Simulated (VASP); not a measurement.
## Ta4NiO11: single point with PBE

Ta4NiO11:

```
Ta Ni O
1.0
     3.92607    0.00000    0.00000
     0.00000    3.81644    0.00000
     0.00000    0.00000   13.42061
Ta Ni O
4 1 11
Direct
  0.50000 0.00000 0.84649
  0.50000 0.00000 0.15351
  0.00000 0.00000 0.64282
  0.00000 0.00000 0.35718
  0.00000 0.00000 0.00000
  0.50000 0.00000 0.00000
  0.00000 0.50000 0.00000
  0.00000 0.00000 0.80794
  0.50000 0.50000 0.82973
  0.00000 0.00000 0.19206
  0.50000 0.50000 0.17027
  0.50000 0.00000 0.67825
  0.50000 0.00000 0.32175
  0.00000 0.00000 0.50000
  0.00000 0.50000 0.65617
  0.00000 0.50000 0.34383
```

This cell differs from its parent crystal: built by hand: M2O5-MO2 shear intergrowth, Ni ordered (Pmmm, No. 47).

- Program: VASP 6.6.1
- Task: single point
- Functional: PBE
- Potentials or basis: VASP PAW PBE potentials, release 64 (Ta_pv, Ni, O)
- Cutoff: 520 eV
- k mesh: 3 × 3 × 1
- Occupations: gaussian, width 0.15 eV
- Spin: collinear spin, ferromagnetic start
- Starting moments: [0.0, 0.0, 0.0, 0.0, 2.0, 0.0, 0.0, 0.0, 0.0, 0.0, 0.0, 0.0, 0.0, 0.0, 0.0, 0.0] μB

The pressure is 0.3 GPa and the largest force is 0.039 eV/Å. The net moment is 1.11 μB per cell, the site moments are Ta -0.02, -0.00 (each value once); Ni +0.58; O +0.00, +0.47, -0.00 (each value once) μB and the valence electrons inside the program's atomic spheres are Ta 8.71, 8.78 (each value once); Ni 9.26; O 5.05, 4.87, 5.08, 5.09, 5.11 (each value once).

Forces on the atoms (eV/Å):
```
Ta   0.000  0.000  0.039
Ta   0.000  0.000 -0.039
Ta   0.000  0.000 -0.006
Ta   0.000  0.000  0.006
Ni   0.000  0.000  0.000
O    0.000  0.000  0.000
O    0.000  0.000  0.000
O    0.000  0.000  0.035
O    0.000  0.000 -0.011
O    0.000  0.000 -0.035
O    0.000  0.000  0.011
O    0.000  0.000 -0.011
O    0.000  0.000  0.011
O    0.000  0.000  0.000
O    0.000  0.000  0.034
O    0.000  0.000 -0.034
```

Stress tensor (GPa, compression positive):
```
 0.13  0.00  0.00
 0.00  0.86  0.00
 0.00  0.00 -0.01
```

Levels at points of the mesh, in eV from the Fermi level:
Spin up:
| k point | band 59 | band 60 | band 61 | band 62 | band 63 | band 64 |
| --- | --- | --- | --- | --- | --- | --- |
| (0.00, 0.00, 0.00) | -1.75 | -1.68 | -1.53 | 0.53 | 0.55 | 1.00 |
Spin down:
```tsv
k point	band 57	band 58	band 59	band 60	band 61	band 62	band 63	band 64
(0.00, 0.00, 0.00)	-1.54	-1.32	-1.29	-1.09	-0.85	0.51	0.55	1.00
```

Wall time 11 min on 1 thread of Intel(R) Xeon(R) Platinum 8259CL CPU @ 2.50GHz (Skylake/Cascade Lake), with other jobs on the host, peak memory 0.39 GiB.

Caveat: the k points lie up to 0.55 Å⁻¹ apart; the cell differs from its parent crystal (built by hand: M2O5-MO2 shear intergrowth, Ni ordered (Pmmm, No. 47)); spin-orbit coupling is left out, which moves the levels of the heavy elements; a cell with one magnetic atom can't hold antiferromagnetic order, which such compounds often take; semilocal functionals often make such compounds metallic where correlation or magnetic order opens a gap, which also shifts bond lengths.
